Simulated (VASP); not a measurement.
# ZnSe (F-43m) in VASP: a series of runs, part 2 of 2

VASP 6.6.1. Earlier steps stand in the parts before.

### Step 5. Single point, PBEsol

This run uses another cell than the first one, of 17.29 Å³/atom.

File INCAR:

```
PREC = Accurate ; ENCUT = 520
EDIFF = 1E-6 ; ISMEAR = -1
SIGMA = 0.05 ; LREAL = False
LASPH = True ; NELM = 60
ALGO = Normal ; ISIF = 2
LWAVE = False ; LCHARG = False
GGA = PS ; NBANDS = 16
```

File KPOINTS:

```
regular mesh
0
Gamma
  8 8 8
```

File POSCAR:

```
ZnSe
1.0
    0.0000000000      2.5856541560      2.5856541560
    2.5856541560      0.0000000000      2.5856541560
    2.5856541560      2.5856541560      0.0000000000
Se Zn
1 1
Direct
    0.7500000000      0.7500000000      0.7500000000
    0.0000000000      0.0000000000      0.0000000000
```

Potentials or basis: VASP PAW PBE potentials, release 64 (Se, Zn).

Started as:

```bash
cat potpaw_PBE.64/Se/POTCAR potpaw_PBE.64/Zn/POTCAR > POTCAR
mpirun -np 1 vasp_std > vasp.out
```

OUTCAR:

```text
PREC = Accurate
   ENCUT = 520
   EDIFF = 1E-6
   ISMEAR = -1
   LREAL = False
   LASPH = True
   NELM = 60
   ISIF = 2
   GGA = PS

 ion  position               nearest neighbor table
   1  0.750  0.750  0.750-   2 2.24   2 2.24   2 2.24   2 2.24
   2  0.000  0.000  0.000-   1 2.24   1 2.24   1 2.24   1 2.24

  LATTYP: Found a face centered cubic cell.
 ALAT       =     5.1713083120

  Lattice vectors:

 A1 = (   0.0000000000,   2.5856541560,   2.5856541560)
 A2 = (   2.5856541560,   0.0000000000,   2.5856541560)
 A3 = (   2.5856541560,   2.5856541560,   0.0000000000)

Analysis of symmetry for initial positions (statically):
=====================================================================
 Subroutine PRICEL returns:
 Original cell was already a primitive cell.

 Routine SETGRP: Setting up the symmetry group for a
 face centered cubic supercell.

 Subroutine GETGRP returns: Found 24 space group operations
 (whereof 24 operations were pure point group operations)
 out of a pool of 48 trial point group operations.

The static configuration has the point symmetry T_d .

Analysis of symmetry for dynamics (positions and initial velocities):
=====================================================================
 Subroutine PRICEL returns:
 Original cell was already a primitive cell.

 Routine SETGRP: Setting up the symmetry group for a
 face centered cubic supercell.

 Subroutine GETGRP returns: Found 24 space group operations
 (whereof 24 operations were pure point group operations)
 out of a pool of 48 trial point group operations.

The dynamic configuration has the point symmetry T_d .

 Subroutine INISYM returns: Found 24 space group operations
 (whereof 24 operations are pure point group operations),
 and found     1 'primitive' translations

----------------------------------------------------------------------------------------

[... 109 lines left out ...]
   IALGO  =     38    algorithm
   IMIX   =      4    mixing-type and parameters
     AMIX     =   0.40;   BMIX     =  1.00
     AMIX_MAG =   1.60;   BMIX_MAG =  1.00
  volume/ion in A,a.u.               =      17.29       116.66
  Fermi-wavevector in a.u.,A,eV,Ry     =   1.316998  2.488766 23.599097  1.734485
  Thomas-Fermi vector in A             =   2.447071
   LORBIT       =      0    0 simple, 1 ext, 2 COOP (PROOUT), +10 PAW based schemes
   GGA     = PS    functional components
   LHFCALC =     F    Hartree Fock is set to
   AEXX    =    0.0000 exact exchange contribution
   IVDW    =     0    specifies the selected vdW correction
   LEPSILON=     F    determine dielectric tensor
   LRPA    =     F    only Hartree local field effects (RPA)
 non-spin polarized calculation
  energy-cutoff  :      520.00
  volume of cell :       34.57
 maximum number of plane-waves:       950
   NGX = 13   NGY = 13   NGZ = 13

 number of electron      17.9999988 magnetization

 Free energy of the ion-electron system (eV)
  ---------------------------------------------------
  ext. energy  EPLUGINS =         0.00000000
  ---------------------------------------------------
  free energy    TOTEN  =        -5.99752354 eV

  energy without entropy =       -5.99752354  energy(sigma->0) =       -5.99752354

 E-fermi :   5.2497     XC(G=0): -10.8335

 val. band max:        4.2808759381   @ k =   0.0000   0.0000   0.0000
 cond. band min:       6.3505395742   @ k =   0.5000   0.5000   0.0000
 fundamental gap:      2.0696636361
 Fermi energy:         5.2497413325

 k-point     1 :       0.0000    0.0000    0.0000
  band No.  band energies     occupation
      1     -11.2128      2.00000
      2      -3.7221      2.00000
      3      -3.7221      2.00000
      4      -3.7221      2.00000
      5      -3.0538      2.00000
      6      -3.0538      2.00000
[... 433 lines left out ...]
      3      -3.4982      2.00000
      4      -3.1999      2.00000
      5      -3.0499      2.00000
      6      -2.7144      2.00000
[... 8 lines left out ...]
     15      17.7528      0.00000
     16      19.1658      0.00000

 [... further k-points ...]

------------------------ aborting loop because EDIFF is reached ----------------------------------------

  FORCE on cell =-STRESS in cart. coord.  units (eV):
  Direction    XX          YY          ZZ          XY          YZ          ZX
  --------------------------------------------------------------------------------------
  -------------------------------------------------------------------------------------
  Total        6.6109945      6.6109945      6.6109945     -0.0000000      0.0000000     -0.0000000
  in kB      306.3628334    306.3628334    306.3628334     -0.0000000      0.0000000     -0.0000000
  external PRESSURE =     306.3628334 kB  Pullay stress =       0.0000000 kB

 VOLUME and BASIS-vectors are now :
 -----------------------------------------------------------------------------
  energy-cutoff  :      520.00
  volume of cell :       34.57
      direct lattice vectors                 reciprocal lattice vectors
     0.000000000  2.585654156  2.585654156    -0.193374663  0.193374663  0.193374663
     2.585654156  0.000000000  2.585654156     0.193374663 -0.193374663  0.193374663
     2.585654156  2.585654156  0.000000000     0.193374663  0.193374663 -0.193374663

 POSITION                                       TOTAL-FORCE (eV/Angst)
 -----------------------------------------------------------------------------------
      3.87848      3.87848      3.87848        -0.000000     -0.000000     -0.000000
      0.00000      0.00000      0.00000         0.000000      0.000000      0.000000
 -----------------------------------------------------------------------------------
    total drift:                               -0.000002     -0.000002     -0.000003

  FREE ENERGIE OF THE ION-ELECTRON SYSTEM (eV)
  ---------------------------------------------------
  free  energy   TOTEN  =        -5.9975235351 eV

  energy  without entropy=       -5.9975235351  energy(sigma->0) =       -5.99752354
```

OSZICAR:

```text
N       E                     dE             d eps       ncg     rms          rms(c)
DAV:   1     0.905120668653E+02    0.90512E+02   -0.90584E+03   936   0.141E+03
DAV:   2    -0.118640380585E+01   -0.91698E+02   -0.85118E+02  1024   0.267E+02
DAV:   3    -0.633771645552E+01   -0.51513E+01   -0.51287E+01  1128   0.620E+01
DAV:   4    -0.637224185381E+01   -0.34525E-01   -0.34523E-01  1120   0.521E+00
DAV:   5    -0.637237159225E+01   -0.12974E-03   -0.12974E-03  1160   0.311E-01    0.825E+00
DAV:   6    -0.603819514206E+01    0.33418E+00   -0.73242E-01  1192   0.330E+01    0.596E+00
DAV:   7    -0.600299296658E+01    0.35202E-01   -0.23385E-01  1136   0.570E+00    0.253E+00
DAV:   8    -0.599800824364E+01    0.49847E-02   -0.83662E-03  1432   0.164E+00    0.500E-01
DAV:   9    -0.599752380916E+01    0.48443E-03   -0.16192E-03  1088   0.455E-01    0.630E-02
DAV:  10    -0.599750966222E+01    0.14147E-04   -0.20248E-04  1280   0.188E-01    0.415E-02
DAV:  11    -0.599752271546E+01   -0.13053E-04   -0.17727E-05  1120   0.332E-02    0.113E-02
DAV:  12    -0.599752353513E+01   -0.81967E-06   -0.86846E-07   920   0.138E-02
   1 F= -.59975235E+01 E0= -.59975235E+01  d E =-.518294E-10
```

Run time: 21 s. Hardware: 1 thread of AMD EPYC 7R13, shared host; peak memory 0.13 GiB.

What came out:

```yaml
Free_energy: -5.9975 eV
Pressure: 30.6 GPa
Band_gap_on_the_k_mesh: 2.07 eV (least direct gap 2.37 eV)
```

Levels at points of the mesh, in eV from the valence-band top:
| k point | band 5 | band 6 | band 7 | band 8 | band 9 | band 10 | band 11 | band 12 | band 13 | band 14 |
| --- | --- | --- | --- | --- | --- | --- | --- | --- | --- | --- |
| (0.00, 0.00, 0.00) | -7.33 | -7.33 | 0.00 | 0.00 | 0.00 | 2.37 | 5.50 | 5.50 | 5.50 | 10.78 |
| (0.50, 0.00, 0.00) | -7.30 | -7.30 | -7.02 | -1.37 | -1.37 | 2.89 | 6.10 | 6.10 | 8.77 | 12.53 |
| (0.50, 0.50, 0.00) | -7.24 | -7.05 | -6.11 | -3.40 | -3.40 | 2.07 | 3.07 | 12.99 | 13.16 | 13.16 |

Caveat: the cell stands under pressure; the PAW data sets were made with another functional, which shifts forces and pressure a little.

### Step 6. Single point, PBEsol

This run uses another cell than the first one, of 18.36 Å³/atom.

File INCAR:

```
PREC = Accurate
ENCUT = 520
EDIFF = 1E-6
ISMEAR = -1
SIGMA = 0.05
LREAL = F
LASPH = T
NELM = 60
ALGO = Normal
ISIF = 2
LWAVE = F
LCHARG = F
GGA = PS
NBANDS = 16
```

KPOINTS is that of step 5.

File POSCAR:

```
ZnSe
1.0
    0.0000000000      2.6383177490      2.6383177490
    2.6383177490      0.0000000000      2.6383177490
    2.6383177490      2.6383177490      0.0000000000
Se Zn
1 1
Direct
    0.7500000000      0.7500000000      0.7500000000
    0.0000000000      0.0000000000      0.0000000000
```

Potentials or basis: VASP PAW PBE potentials, release 64 (Se, Zn).

Started as:

```bash
cat potpaw_PBE.64/Se/POTCAR potpaw_PBE.64/Zn/POTCAR > POTCAR
mpirun -np 1 vasp_std > vasp.out
```

Wall time 20 s (1 thread of AMD EPYC 7R13, shared host); peak memory 0.13 GiB.

The run converged. Its results:

* Free energy: -6.3389 eV
* Pressure: 20.5 GPa
* Band gap on the k mesh: 2.09 eV

Levels at points of the mesh, in eV from the valence-band top:
| k point | band 6 | band 7 | band 8 | band 9 | band 10 | band 11 | band 12 | band 13 |
| --- | --- | --- | --- | --- | --- | --- | --- | --- |
| (0.00, 0.00, 0.00) | -7.01 | 0.00 | 0.00 | 0.00 | 2.09 | 5.57 | 5.57 | 5.57 |
| (0.50, 0.00, 0.00) | -6.92 | -6.72 | -1.24 | -1.24 | 2.79 | 6.17 | 6.17 | 8.75 |
| (0.50, 0.50, 0.00) | -6.75 | -5.79 | -3.10 | -3.10 | 2.26 | 3.18 | 12.41 | 12.71 |

Caveat: the cell stands under pressure; the PAW data sets were made with another functional, which shifts forces and pressure a little. PBEsol gaps usually lie below the measured ones, often by a third to a half.

### Step 7. The runs side by side

```tsv
level	spin	cell	k mesh	cutoff (eV)	smearing	grid for exact exchange (PRECFOCK)	share of exact exchange	screening parameter	gap on the mesh (eV)	pressure (GPa)	moment (μB)
PBE-based screened hybrid with 25 % exact exchange	off	a = 4.008 Å, angles 60.0°, 2 atoms	4 × 4 × 4	400	gaussian 0.02 eV	Normal	0.25	0.3 1/Å	2.23	1.3	-
r2SCAN+D3(BJ)	non-collinear, typed start, SOC	a = 4.008 Å, angles 60.0°, 2 atoms	8 × 8 × 8	550	methfessel-paxton 0.025 eV	-	-	-	-	-1.0	0.00
HSE06	non-collinear, zero start, SOC	a = 4.008 Å, angles 60.0°, 2 atoms	4 × 4 × 4	520	fermi-dirac 0.05 eV	Normal	0.25	0.2079 1/Å	-	1.4	0.00
PBEsol	off	a = 3.657 Å, angles 60.0°, 2 atoms	8 × 8 × 8	520	fermi-dirac 0.05 eV	-	-	-	2.07	30.6	-
PBEsol	off	a = 3.731 Å, angles 60.0°, 2 atoms	8 × 8 × 8	520	fermi-dirac 0.05 eV	-	-	-	2.09	20.5	-
```

Alike in all rows: task single point; potentials or basis VASP PAW PBE potentials, release 64 (Se, Zn).

Caveats: some runs use coarse meshes; the PAW data sets were made with another functional, which shifts forces and pressure a little; the cell stands under pressure (at least some runs).

Total energies depend on the potentials used, so only differences within one code and one set of settings carry meaning.
